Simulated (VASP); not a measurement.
# CdS (F-43m) in VASP: a series of runs

CdS is run at these levels: PBE; tasks: single point, relaxation of cell and atoms.

Program: VASP 6.6.1. These are calculated values, not measurements. Logs are shortened: lines on timing, memory, paths and dates and some standing lists are left out, and cuts for length are marked.

### Step 1. The cell of the first run

Symmetry: F-43m, No. 216, cubic system. The conventional cell has a = 5.927 Å, b = 5.927 Å, c = 5.927 Å, α = 90.00°, β = 90.00°, γ = 90.00°. Within 3.4 Å of Cd (site symmetry -43m) lie 4 S at 2.57 Å. Within 3.4 Å of S (site symmetry -43m) lie 4 Cd at 2.57 Å.

### Step 2. Single point, PBE

Input file INCAR:

```
PREC     = Accurate       # precision mode
ENCUT    = 500            # plane-wave cutoff, eV
EDIFF    = 1E-6           # SCF threshold, eV
ISMEAR   = 0              # smearing method
SIGMA    = 0.02           # smearing width, eV
LREAL    = False          # projectors in reciprocal space
LASPH    = True           # aspherical terms in the spheres
NELM     = 120            # most SCF steps
ALGO     = Normal         # electronic algorithm
ISIF     = 2              # what is computed and relaxed
LWAVE    = False          # write WAVECAR
LCHARG   = False          # write CHGCAR
GGA      = PE             # functional
NBANDS   = 16             # bands
GGA_COMPAT= False
```

Input file KPOINTS:

```
Automatic mesh
0
Gamma
  8 8 8
```

Input file POSCAR:

```
CdS
1.0
    0.0000000000      2.9636142734      2.9636142734
    2.9636142734      0.0000000000      2.9636142734
    2.9636142734      2.9636142734      0.0000000000
Cd S
1 1
Direct
    0.0000000000      0.0000000000      0.0000000000
    0.2500000000      0.2500000000      0.2500000000
```

Potentials or basis: VASP PAW PBE potentials, release 64 (Cd, S).

On the command line:

```sh
cat potpaw_PBE.64/Cd/POTCAR potpaw_PBE.64/S/POTCAR > POTCAR
mpirun -np 1 vasp_std > vasp.out
```

OUTCAR:

```text
PREC = Accurate
   ENCUT = 500
   EDIFF = 1E-6
   ISMEAR = 0
   LREAL = False
   LASPH = True
   NELM = 120
   ISIF = 2
   GGA = PE

 ion  position               nearest neighbor table
   1  0.000  0.000  0.000-   2 2.57   2 2.57   2 2.57   2 2.57
   2  0.250  0.250  0.250-   1 2.57   1 2.57   1 2.57   1 2.57

  LATTYP: Found a face centered cubic cell.
 ALAT       =     5.9272285468

  Lattice vectors:

 A1 = (   0.0000000000,   2.9636142734,   2.9636142734)
 A2 = (   2.9636142734,   0.0000000000,   2.9636142734)
 A3 = (   2.9636142734,   2.9636142734,   0.0000000000)

Analysis of symmetry for initial positions (statically):
=====================================================================
 Subroutine PRICEL returns:
 Original cell was already a primitive cell.

 Routine SETGRP: Setting up the symmetry group for a
 face centered cubic supercell.

 Subroutine GETGRP returns: Found 24 space group operations
 (whereof 24 operations were pure point group operations)
 out of a pool of 48 trial point group operations.

The static configuration has the point symmetry T_d .

Analysis of symmetry for dynamics (positions and initial velocities):
=====================================================================
 Subroutine PRICEL returns:
 Original cell was already a primitive cell.

 Routine SETGRP: Setting up the symmetry group for a
 face centered cubic supercell.

 Subroutine GETGRP returns: Found 24 space group operations
 (whereof 24 operations were pure point group operations)
 out of a pool of 48 trial point group operations.

The dynamic configuration has the point symmetry T_d .

 Subroutine INISYM returns: Found 24 space group operations
 (whereof 24 operations are pure point group operations),
 and found     1 'primitive' translations

----------------------------------------------------------------------------------------

                                     Primitive cell

  volume of cell :      52.0589

  direct lattice vectors                    reciprocal lattice vectors
     0.000000000  2.963614273  2.963614273    -0.168712914  0.168712914  0.168712914
     2.963614273  0.000000000  2.963614273     0.168712914 -0.168712914  0.168712914
     2.963614273  2.963614273  0.000000000     0.168712914  0.168712914 -0.168712914

  length of vectors
     4.191183499  4.191183499  4.191183499     0.292219339  0.292219339  0.292219339

  position of ions in fractional coordinates (direct lattice)
     0.000000000  0.000000000  0.000000000
     0.250000000  0.250000000  0.250000000

  ion indices of the primitive-cell ions
   primitive index   ion index
                 1           1
                 2           2

----------------------------------------------------------------------------------------

 KPOINTS: Automatic mesh

Automatic generation of k-mesh.
 Grid dimensions read from file:
 generate k-points for:    8    8    8

 Generating k-lattice:

  Cartesian coordinates                     Fractional coordinates (reciprocal lattice)
    -0.021089114  0.021089114  0.021089114     0.125000000  0.000000000  0.000000000
     0.021089114 -0.021089114  0.021089114     0.000000000  0.125000000  0.000000000
     0.021089114  0.021089114 -0.021089114     0.000000000  0.000000000  0.125000000

  Length of vectors
     0.036527417  0.036527417  0.036527417

  Shift w.r.t. Gamma in fractional coordinates (k-lattice)
     0.000000000  0.000000000  0.000000000

 Subroutine IBZKPT returns following result:
 ===========================================

 Found     29 irreducible k-points:

 Following reciprocal coordinates:
            Coordinates               Weight
  0.000000  0.000000  0.000000      1.000000
  0.125000  0.000000  0.000000      8.000000
  0.250000  0.000000  0.000000      8.000000
  0.375000  0.000000  0.000000      8.000000
  0.500000  0.000000  0.000000      4.000000
  0.125000  0.125000  0.000000      6.000000
[... 16 lines left out ...]
  0.500000  0.250000  0.125000     48.000000
 -0.375000  0.250000  0.125000     24.000000
 [... further k-points ...]
   k-points           NKPTS =     29   k-points in BZ     NKDIM =     29   number of bands    NBANDS=     16
   number of dos      NEDOS =    301   number of ions     NIONS =      2
   total plane-waves  NPLWV =  32768
   dimension x,y,z NGX =    32 NGY =   32 NGZ =   32
   dimension x,y,z NGXF=    64 NGYF=   64 NGZF=   64
   ions per type =               1   1
   NGX,Y,Z   is equivalent  to a cutoff of  12.69, 12.69, 12.69 a.u.
   NGXF,Y,Z  is equivalent  to a cutoff of  25.39, 25.39, 25.39 a.u.
 SYSTEM =  unknown system
   PREC   = accura    normal or accurate (medium, high low for compatibility)
   ISTART =      0    job   : 0-new  1-cont  2-samecut
   ICHARG =      2    charge: 1-file 2-atom 10-const
   ISPIN  =      1    spin polarized calculation?
   LNONCOLLINEAR =      F non collinear calculations
   LSORBIT =      F    spin-orbit coupling
   LASPH  =      T    aspherical Exc in radial PAW
   ENCUT  =  500.0 eV  36.75 Ry    6.06 a.u.   7.64  7.64  7.64*2*pi/ulx,y,z
   NELM   =    120;   NELMIN=  2; NELMDL= -5     # of ELM steps
   EDIFF  = 0.1E-05   stopping-criterion for ELM
   LREAL  =      F    real-space projection
   EDIFFG = 0.1E-04   stopping-criterion for IOM
   NSW    =      0    number of steps for IOM
   IBRION =     -1    ionic relax: 0-MD 1-quasi-New 2-CG
   NFREE  =      0    steps in history (QN), initial steepest desc. (CG)
   ISIF   =      2    stress and relaxation
   ISYM   =      2    0-nonsym 1-usesym 2-fastsym
   POTIM  = 0.5000    time-step for ionic-motion
   TEBEG  =    0.0;   TEEND  =   0.0 temperature during run
   PSTRESS=    0.0 pullay stress
   NELECT =      18.0000    total number of electrons
   NUPDOWN=      -1.0000    fix difference up-down
   EMIN   =  10.00;   EMAX   =-10.00  energy-range for DOS
   EFERMI =   0.00;   METHOD = LEGACY
   ISMEAR =     0;   SIGMA  =   0.02  broadening in eV -4-tet -1-fermi 0-gaus
   EFERMI_NEDOS =   21; number of points for ismear=-14 and -15
   IALGO  =     38    algorithm
   IMIX   =      4    mixing-type and parameters
     AMIX     =   0.40;   BMIX     =  1.00
     AMIX_MAG =   1.60;   BMIX_MAG =  1.00
  volume/ion in A,a.u.               =      26.03       175.66
  Fermi-wavevector in a.u.,A,eV,Ry     =   1.149037  2.171365 17.963580  1.320286
  Thomas-Fermi vector in A             =   2.285709
   LORBIT       =      0    0 simple, 1 ext, 2 COOP (PROOUT), +10 PAW based schemes
   GGA     = PE    functional components
   LHFCALC =     F    Hartree Fock is set to
   AEXX    =    0.0000 exact exchange contribution
   IVDW    =     0    specifies the selected vdW correction
   LEPSILON=     F    determine dielectric tensor
   LRPA    =     F    only Hartree local field effects (RPA)
 non-spin polarized calculation
 Gauss-broadening in eV      SIGMA  =   0.02
  energy-cutoff  :      500.00
  volume of cell :       52.06
 maximum number of plane-waves:      1363
   NGX = 15   NGY = 15   NGZ = 15

 number of electron      18.0000001 magnetization

 Free energy of the ion-electron system (eV)
  ---------------------------------------------------
  ext. energy  EPLUGINS =         0.00000000
  ---------------------------------------------------
  free energy    TOTEN  =        -6.14713956 eV

  energy without entropy =       -6.14713956  energy(sigma->0) =       -6.14713956

 E-fermi :   1.0588     XC(G=0):  -8.9264

 val. band max:        0.9149513416   @ k =   0.0000   0.0000   0.0000
 cond. band min:       1.9577318745   @ k =   0.0000   0.0000   0.0000
 fundamental gap:      1.0427805329
 Fermi energy:         1.0587771890

 k-point     1 :       0.0000    0.0000    0.0000
  band No.  band energies     occupation
      1     -11.1717      2.00000
      2      -6.6523      2.00000
      3      -6.6523      2.00000
      4      -6.6523      2.00000
      5      -6.2354      2.00000
      6      -6.2354      2.00000
[... 8 lines left out ...]
     15      12.3200      0.00000
     16      12.3200      0.00000

 k-point     2 :       0.1250    0.0000    0.0000
  band No.  band energies     occupation
      1     -11.1159      2.00000
      2      -6.6326      2.00000
      3      -6.6326      2.00000
      4      -6.6007      2.00000
      5      -6.2362      2.00000
      6      -6.2362      2.00000
[... 8 lines left out ...]
     15      11.7417      0.00000
     16      12.7093      0.00000

 k-point     3 :       0.2500    0.0000    0.0000
  band No.  band energies     occupation
      1     -10.9807      2.00000
      2      -6.5897      2.00000
      3      -6.5897      2.00000
      4      -6.4214      2.00000
      5      -6.2315      2.00000
      6      -6.2315      2.00000
[... 8 lines left out ...]
     15      11.5092      0.00000
     16      12.1268      0.00000

 k-point     4 :       0.3750    0.0000    0.0000
  band No.  band energies     occupation
      1     -10.8456      2.00000
      2      -6.5567      2.00000
      3      -6.5567      2.00000
      4      -6.2142      2.00000
      5      -6.2142      2.00000
      6      -6.1085      2.00000
[... 8 lines left out ...]
     15      12.3271      0.00000
     16      12.3271      0.00000
[... 324 lines left out ...]
 k-point    22 :       0.3750    0.2500    0.1250
  band No.  band energies     occupation
      1     -10.8815      2.00000
      2      -6.5428      2.00000
      3      -6.5205      2.00000
      4      -6.3650      2.00000
      5      -6.2254      2.00000
      6      -6.1791      2.00000
[... 8 lines left out ...]
     15      12.8193      0.00000
     16      14.6102      0.00000

 k-point    23 :       0.5000    0.2500    0.1250
  band No.  band energies     occupation
      1     -10.7752      2.00000
      2      -6.5117      2.00000
      3      -6.4894      2.00000
      4      -6.2882      2.00000
      5      -6.2057      2.00000
      6      -5.9644      2.00000
[... 8 lines left out ...]
     15      13.5252      0.00000
     16      13.8863      0.00000

 k-point    24 :      -0.3750    0.2500    0.1250
  band No.  band energies     occupation
      1     -10.7319      2.00000
      2      -6.5072      2.00000
      3      -6.4749      2.00000
      4      -6.2559      2.00000
      5      -6.2117      2.00000
      6      -5.7960      2.00000
[... 8 lines left out ...]
     15      13.0842      0.00000
     16      13.9270      0.00000

 [... further k-points ...]

------------------------ aborting loop because EDIFF is reached ----------------------------------------

  FORCE on cell =-STRESS in cart. coord.  units (eV):
  Direction    XX          YY          ZZ          XY          YZ          ZX
  --------------------------------------------------------------------------------------
  -------------------------------------------------------------------------------------
  Total        0.0868547      0.0868547      0.0868547      0.0000000      0.0000000     -0.0000000
  in kB        2.6730611      2.6730611      2.6730611      0.0000000      0.0000000     -0.0000000
  external PRESSURE =       2.6730611 kB  Pullay stress =       0.0000000 kB

 VOLUME and BASIS-vectors are now :
 -----------------------------------------------------------------------------
  energy-cutoff  :      500.00
  volume of cell :       52.06
      direct lattice vectors                 reciprocal lattice vectors
     0.000000000  2.963614273  2.963614273    -0.168712914  0.168712914  0.168712914
     2.963614273  0.000000000  2.963614273     0.168712914 -0.168712914  0.168712914
     2.963614273  2.963614273  0.000000000     0.168712914  0.168712914 -0.168712914

 POSITION                                       TOTAL-FORCE (eV/Angst)
 -----------------------------------------------------------------------------------
      0.00000      0.00000      0.00000        -0.000000     -0.000000     -0.000000
      1.48181      1.48181      1.48181         0.000000      0.000000      0.000000
 -----------------------------------------------------------------------------------
    total drift:                               -0.000000     -0.000000      0.000000

  FREE ENERGIE OF THE ION-ELECTRON SYSTEM (eV)
  ---------------------------------------------------
  free  energy   TOTEN  =        -6.1471395576 eV

  energy  without entropy=       -6.1471395576  energy(sigma->0) =       -6.14713956
```

It took 8.2 s on 1 thread of Intel Xeon 6975P-C (Granite Rapids), shared host; peak memory 0.18 GiB.

What came out:

| Property | Result |
| --- | --- |
| Free energy | -6.1471 eV |
| Pressure | 0.3 GPa |
| Band gap on the k mesh | 1.04 eV |

### Step 3. Relaxation of cell and atoms, PBE

This run uses another cell than the first one, of 26.33 Å³/atom.

Input file INCAR:

```
PREC = Accurate
ENCUT = 500
EDIFF = 1E-7
ISMEAR = 0
SIGMA = 0.02
LREAL = F
LASPH = T
NELM = 120
ALGO = Normal
ISIF = 3
LWAVE = F
LCHARG = F
GGA = PE
IBRION = 2
NSW = 50
EDIFFG = -0.003
GGA_COMPAT = F
NELMIN = 4
```

Input file KPOINTS:

```
regular mesh
0
Gamma
  8 8 8
```

Input file POSCAR:

```
CdS
1.0
    0.0000000000      2.9750639040      2.9750639040
    2.9750639040      0.0000000000      2.9750639040
    2.9750639040      2.9750639040      0.0000000000
Cd S
1 1
Direct
    0.0000000000      0.0000000000      0.0000000000
    0.2500000000      0.2500000000      0.2500000000
```

Potentials or basis: VASP PAW PBE potentials, release 64 (Cd, S).

On the command line:

```sh
cat potpaw_PBE.64/Cd/POTCAR potpaw_PBE.64/S/POTCAR > POTCAR
mpirun -np 1 vasp_std > vasp.out
```

Run time: 14 s. Hardware: 1 thread of Intel Xeon 6975P-C (Granite Rapids), shared host; peak memory 0.19 GiB.

It converged, with:

```
Free energy                           : -6.1475 eV
Relaxed volume                        : 26.16 Å³/atom
Relaxed cell                          : a = 4.198 Å, b = 4.198 Å, c = 4.198 Å, α = 60.00°, β = 60.00°, γ = 60.00°
Space group after relaxing (to 0.1 Å) : F-43m (No. 216)
Energy gained by relaxing             : 0.2 meV/atom
Ionic steps                           : 3
Pressure after relaxing               : 0.0 GPa
Band gap on the k mesh                : 1.03 eV
```

The path:
| step | energy change (eV) | largest force (eV/Å) | pressure (GPa) | volume (Å³) |
| --- | --- | --- | --- | --- |
| 1 | 0.0000 | 0.0000 | -0.34 | 52.66 |
| 2 | -0.0004 | 0.0000 | 0.11 | 52.23 |
| 3 | -0.0004 | 0.0000 | -0.01 | 52.32 |

Final structure:
```cif
data_structure
_symmetry_space_group_name_H-M 'P 1'
_symmetry_Int_Tables_number 1
_cell_length_a 4.1983
_cell_length_b 4.1983
_cell_length_c 4.1983
_cell_angle_alpha 60.000
_cell_angle_beta 60.000
_cell_angle_gamma 60.000
_cell_volume 52.32
loop_
_atom_site_label
_atom_site_type_symbol
_atom_site_fract_x
_atom_site_fract_y
_atom_site_fract_z
_atom_site_occupancy
Cd1 Cd 0.00000 0.00000 0.00000 1
S1 S 0.25000 0.25000 0.25000 1
```

Levels at points of the mesh, in eV from the valence-band top:
| k point | band 6 | band 7 | band 8 | band 9 | band 10 | band 11 | band 12 | band 13 |
| --- | --- | --- | --- | --- | --- | --- | --- | --- |
| (0.00, 0.00, 0.00) | -7.14 | 0.00 | 0.00 | 0.00 | 1.03 | 6.55 | 6.55 | 6.55 |
| (0.50, 0.00, 0.00) | -6.81 | -4.09 | -0.68 | -0.68 | 2.93 | 7.00 | 7.00 | 7.31 |
| (0.50, 0.50, 0.00) | -6.75 | -3.72 | -1.70 | -1.70 | 3.64 | 4.27 | 9.01 | 10.46 |

Expect the measured gap to be larger: semilocal functionals such as PBE lack the derivative discontinuity.
